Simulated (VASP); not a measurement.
# Zr12H (a cell with a defect) in VASP: further runs, part 2 of 2

VASP 6.6.1. Earlier steps stand in the parts before.

### 3 Single point, PBEsol

The input, INCAR:

```
SYSTEM = Zr12H
PREC     = Accurate       ! precision mode
ENCUT    = 520            ! plane-wave cutoff, eV
EDIFF    = 1E-7           ! SCF threshold, eV
ISMEAR   = 0              ! smearing method
SIGMA    = 0.05           ! smearing width, eV
LREAL    = .False.        ! projectors in reciprocal space
LASPH    = .True.         ! aspherical terms in the spheres
NELM     = 80             ! most SCF steps
ALGO     = Normal         ! electronic algorithm
ISIF     = 2              ! what is computed and relaxed
LWAVE    = .False.        ! write WAVECAR
LCHARG   = .True.         ! write CHGCAR
GGA      = PS             ! functional
LELF     = .True.         ! ELF
LVHAR    = .True.       
NBANDS   = 84             ! bands
```

The input, KPOINTS:

```
regular mesh
0
Gamma
  3 2 3
  0 0 0
```

The input, POSCAR:

```
Zr12H
1.0
    6.4600000000      0.0000000000      0.0000000000
   -4.8450000000      8.3917860000      0.0000000000
    0.0000000000      0.0000000000      5.1453900000
Zr H
12 1
Direct
    0.0016974411      0.0016221815      0.0014778277
    0.1645092434      0.2200249148      0.4967745885
    0.0035845319      0.3304256090     -0.0080442882
    0.1726994730      0.5576277803      0.4949455726
    0.0030174880      0.6712829665     -0.0024709497
    0.1694635830      0.8917863253      0.4968808973
    0.4976531941     -0.0029022427      0.0028314666
    0.6639286947      0.2175255661      0.5022122716
    0.4941090599      0.3313776114      0.0055319422
    0.6633605219      0.5586875070      0.5081311621
    0.5028630385      0.6691550523      0.0037443226
    0.6654971210      0.8875276371      0.4989936623
    0.8354631080      0.4451949799     -0.2497295637
```

Potentials or basis: VASP PAW PBE potentials, release 64 (Zr_sv, H).

Run with:

```sh
> cat potpaw_PBE.64/Zr_sv/POTCAR potpaw_PBE.64/H/POTCAR > POTCAR
> mpirun -np 1 vasp_std > vasp.out
```

OUTCAR:

```text
SYSTEM = Zr12H
   PREC = Accurate
   ENCUT = 520
   EDIFF = 1E-7
   ISMEAR = 0
   LREAL = .False.
   LASPH = .True.
   NELM = 80
   ISIF = 2
   GGA = PS

 ion  position               nearest neighbor table
   1  0.002  0.002  0.001-   2 3.14   6 3.16  12 3.18   2 3.18   3 3.18   9 3.19   6 3.19  12 3.20
                             5 3.21  11 3.22   7 3.23   7 3.23
   2  0.165  0.220  0.497-   9 3.13   3 3.14   1 3.14   3 3.18   1 3.18   6 3.20   9 3.20   8 3.22
                            12 3.22   8 3.24   4 3.25  10 3.25
   3  0.004  0.330  0.992-  13 2.27   2 3.14   8 3.16   9 3.16   2 3.18   1 3.18   4 3.19   4 3.21
                             8 3.24   7 3.25  11 3.25   9 3.30   5 3.30
   4  0.173  0.558  0.495-  13 2.30  11 3.13  10 3.17   5 3.19   3 3.19  12 3.19  11 3.20   5 3.21
                             3 3.21   2 3.25   6 3.25   8 3.29  10 3.30
   5  0.003  0.671  0.998-  13 2.28  10 3.15   6 3.17   6 3.17   7 3.18   4 3.19   1 3.21   4 3.21
                            11 3.22  11 3.24  10 3.24   9 3.29   3 3.30
   6  0.169  0.892  0.497-   7 3.14   1 3.16   5 3.17   5 3.17   8 3.18   7 3.19   1 3.19   2 3.20
                            12 3.23  12 3.24   4 3.25  10 3.25
   7  0.498  0.997  0.003-   6 3.14  12 3.16   8 3.17   8 3.17   5 3.18   6 3.19  12 3.19  11 3.19
                             1 3.23   1 3.23   3 3.25   9 3.25
   8  0.664  0.218  0.502-  13 2.30   3 3.16   7 3.17   7 3.17   6 3.18   9 3.19  12 3.20   9 3.22
                             2 3.22   2 3.24   3 3.24   4 3.29  10 3.31
   9  0.494  0.331  0.006-  13 2.32   2 3.13   3 3.16   8 3.19   1 3.19  10 3.19   2 3.20  10 3.21
                             8 3.22  11 3.25   7 3.25   5 3.29   3 3.30
  10  0.663  0.559  0.508-  13 2.28  11 3.14   5 3.15   4 3.17  11 3.17  12 3.18   9 3.19   9 3.21
                             5 3.24   6 3.25   2 3.25   4 3.30   8 3.31
  11  0.503  0.669  0.004-   4 3.13  10 3.14  12 3.14  10 3.17  12 3.18   7 3.19   4 3.20   5 3.22
                             1 3.22   5 3.24   9 3.25   3 3.25
  12  0.665  0.888  0.499-  11 3.14   7 3.16   1 3.18  11 3.18  10 3.18   7 3.19   4 3.19   1 3.20
                             8 3.20   2 3.22   6 3.23   6 3.24
  13  0.835  0.445  0.750-   3 2.27   5 2.28  10 2.28   8 2.30   4 2.30   9 2.32

  LATTYP: Found a simple monoclinic cell.
 ALAT       =     6.4600000000
 B/A-ratio  =     0.7965000000
 C/A-ratio  =     1.3228756308
 COS(beta)  =    -0.1889822400

  Lattice vectors:

 A1 = (   6.4600000000,   0.0000000000,   0.0000000000)
 A2 = (   0.0000000000,   0.0000000000,   5.1453900000)
 A3 = (  -1.6150000000,  -8.3917860000,   0.0000000000)

Analysis of symmetry for initial positions (statically):
=====================================================================
 Subroutine PRICEL returns:
 Original cell was already a primitive cell.

 Routine SETGRP: Setting up the symmetry group for a
 simple monoclinic supercell.

 Subroutine GETGRP returns: Found  1 space group operations
 (whereof  1 operations were pure point group operations)
 out of a pool of  4 trial point group operations.

The static configuration has the point symmetry C_1 .

Analysis of symmetry for dynamics (positions and initial velocities):
=====================================================================
 Subroutine PRICEL returns:
 Original cell was already a primitive cell.

 Routine SETGRP: Setting up the symmetry group for a
 simple monoclinic supercell.

 Subroutine GETGRP returns: Found  1 space group operations
 (whereof  1 operations were pure point group operations)
 out of a pool of  4 trial point group operations.

The dynamic configuration has the point symmetry C_1 .

[... 116 lines left out ...]
   ISTART =      0    job   : 0-new  1-cont  2-samecut
   ICHARG =      2    charge: 1-file 2-atom 10-const
   ISPIN  =      1    spin polarized calculation?
   LNONCOLLINEAR =      F non collinear calculations
   LSORBIT =      F    spin-orbit coupling
   LASPH  =      T    aspherical Exc in radial PAW
   ENCUT  =  520.0 eV  38.22 Ry    6.18 a.u.  12.01 18.02  9.57*2*pi/ulx,y,z
   NELM   =     80;   NELMIN=  2; NELMDL= -5     # of ELM steps
   EDIFF  = 0.1E-06   stopping-criterion for ELM
   LREAL  =      F    real-space projection
   EDIFFG = 0.1E-05   stopping-criterion for IOM
   NSW    =      0    number of steps for IOM
   IBRION =     -1    ionic relax: 0-MD 1-quasi-New 2-CG
   NFREE  =      0    steps in history (QN), initial steepest desc. (CG)
   ISIF   =      2    stress and relaxation
   ISYM   =      2    0-nonsym 1-usesym 2-fastsym
   POTIM  = 0.5000    time-step for ionic-motion
   TEBEG  =    0.0;   TEEND  =   0.0 temperature during run
   PSTRESS=    0.0 pullay stress
   NELECT =     145.0000    total number of electrons
   NUPDOWN=      -1.0000    fix difference up-down
   EMIN   =  10.00;   EMAX   =-10.00  energy-range for DOS
   EFERMI =   0.00;   METHOD = LEGACY
   ISMEAR =     0;   SIGMA  =   0.05  broadening in eV -4-tet -1-fermi 0-gaus
   EFERMI_NEDOS =   21; number of points for ismear=-14 and -15
   IALGO  =     38    algorithm
   IMIX   =      4    mixing-type and parameters
     AMIX     =   0.40;   BMIX     =  1.00
     AMIX_MAG =   1.60;   BMIX_MAG =  1.00
  volume/ion in A,a.u.               =      21.46       144.80
  Fermi-wavevector in a.u.,A,eV,Ry     =   1.316323  2.487490 23.574895  1.732706
  Thomas-Fermi vector in A             =   2.446443
   LORBIT       =      0    0 simple, 1 ext, 2 COOP (PROOUT), +10 PAW based schemes
   GGA     = PS    functional components
   LHFCALC =     F    Hartree Fock is set to
   AEXX    =    0.0000 exact exchange contribution
   IVDW    =     0    specifies the selected vdW correction
   LEPSILON=     F    determine dielectric tensor
   LRPA    =     F    only Hartree local field effects (RPA)
 non-spin polarized calculation
 Gauss-broadening in eV      SIGMA  =   0.05
  energy-cutoff  :      520.00
  volume of cell :      278.94
 maximum number of plane-waves:      7545
   NGX = 25   NGY = 37   NGZ = 19

 number of electron     145.0000000 magnetization

 Free energy of the ion-electron system (eV)
  ---------------------------------------------------
  ext. energy  EPLUGINS =         0.00000000
  ---------------------------------------------------
  free energy    TOTEN  =      -112.43355067 eV

  energy without entropy =     -112.40195739  energy(sigma->0) =     -112.41775403

 E-fermi :   8.9235     XC(G=0): -11.2554

 val. band max:        8.9213981175   @ k =   0.3333   0.0000   0.3333
 cond. band min:       8.9400401664   @ k =   0.3333   0.5000   0.3333
 fundamental gap:      0.0186420489
 Fermi energy:         8.9234658855

 k-point     1 :       0.0000    0.0000    0.0000
  band No.  band energies     occupation
      1     -39.7932      2.00000
      2     -39.7173      2.00000
      3     -39.6815      2.00000
      4     -39.6786      2.00000
      5     -39.6615      2.00000
      6     -39.6563      2.00000
[... 859 lines left out ...]
     83       9.5719      0.00000
     84       9.9518      0.00000

------------------------ aborting loop because EDIFF is reached ----------------------------------------

  FORCE on cell =-STRESS in cart. coord.  units (eV):
  Direction    XX          YY          ZZ          XY          YZ          ZX
  --------------------------------------------------------------------------------------
  -------------------------------------------------------------------------------------
  Total       -4.3859815     -3.9765816     -3.8975469      0.2774595     -0.2799710     -0.1209933
  in kB      -25.1925521    -22.8410081    -22.3870420      1.5936943     -1.6081198     -0.6949710
  external PRESSURE =     -23.4735341 kB  Pullay stress =       0.0000000 kB

 VOLUME and BASIS-vectors are now :
 -----------------------------------------------------------------------------
  energy-cutoff  :      520.00
  volume of cell :      278.94
      direct lattice vectors                 reciprocal lattice vectors
     6.460000000  0.000000000  0.000000000     0.154798762  0.089373108  0.000000000
    -4.845000000  8.391786000  0.000000000     0.000000000  0.119164145  0.000000000
     0.000000000  0.000000000  5.145390000     0.000000000  0.000000000  0.194348728

 POSITION                                       TOTAL-FORCE (eV/Angst)
 -----------------------------------------------------------------------------------
      0.00311      0.01361      0.00760        -0.000747      0.013824     -0.000004
     -0.00329      1.84640      2.55610        -0.014629     -0.002747      0.007635
     -1.57776      2.77286      5.10400         0.012667      0.001490     -0.006920
     -1.58607      4.67949      2.54669         0.015016      0.007551     -0.002181
     -3.23287      5.63326      5.13268        -0.005348      0.012906     -0.005704
     -3.22597      7.48368      2.55665        -0.008656     -0.006952     -0.001194
     -1.61610      8.36743      0.01457         0.006918      0.008422      0.001602
      3.23507      1.82543      2.58408         0.004849     -0.005590      0.008989
      1.58642      2.78085      0.02846        -0.008535     -0.003806     -0.003181
      1.57847      4.68839      2.61453        -0.003196     -0.002895      0.012891
      0.00644      5.61541      0.01927         0.012743      0.001502     -0.007460
     -0.00096      7.44794      2.56752         0.003465     -0.015117      0.000280
      3.24012      3.73598      3.86043        -0.014548     -0.008587     -0.004754
 -----------------------------------------------------------------------------------
    total drift:                               -0.000059      0.000023     -0.000008

  FREE ENERGIE OF THE ION-ELECTRON SYSTEM (eV)
  ---------------------------------------------------
  free  energy   TOTEN  =      -112.4335506676 eV

  energy  without entropy=     -112.4019573935  energy(sigma->0) =     -112.41775403
```

Wall time 5.7 min (1 thread of Intel Xeon Platinum 8488C (Sapphire Rapids), shared host); peak memory 0.42 GiB.

What came out:

```yaml
Free_energy: -112.4336 eV
Pressure: -2.3 GPa
Largest_force: 0.018 eV/Å
Band_gap_on_the_k_mesh: zero (an odd number of electrons rules out a gap without spin polarisation)
```

Forces in eV/Å, atoms in the order of the input:
```
Zr  -0.001  0.014  0.000
Zr  -0.015 -0.003  0.008
Zr   0.013  0.001 -0.007
Zr   0.015  0.008 -0.002
Zr  -0.005  0.013 -0.006
Zr  -0.009 -0.007 -0.001
Zr   0.007  0.008  0.002
Zr   0.005 -0.006  0.009
Zr  -0.009 -0.004 -0.003
Zr  -0.003 -0.003  0.013
Zr   0.013  0.002 -0.007
Zr   0.003 -0.015  0.000
H   -0.015 -0.009 -0.005
```

Stress tensor (GPa, compression positive):
```
-2.52  0.16 -0.07
 0.16 -2.28 -0.16
-0.07 -0.16 -2.24
```

Caveat: the k points lie up to 0.41 Å⁻¹ apart, too coarse for converged energies and pressures of a metal; the PAW data sets were made with another functional, which shifts forces and pressure a little.
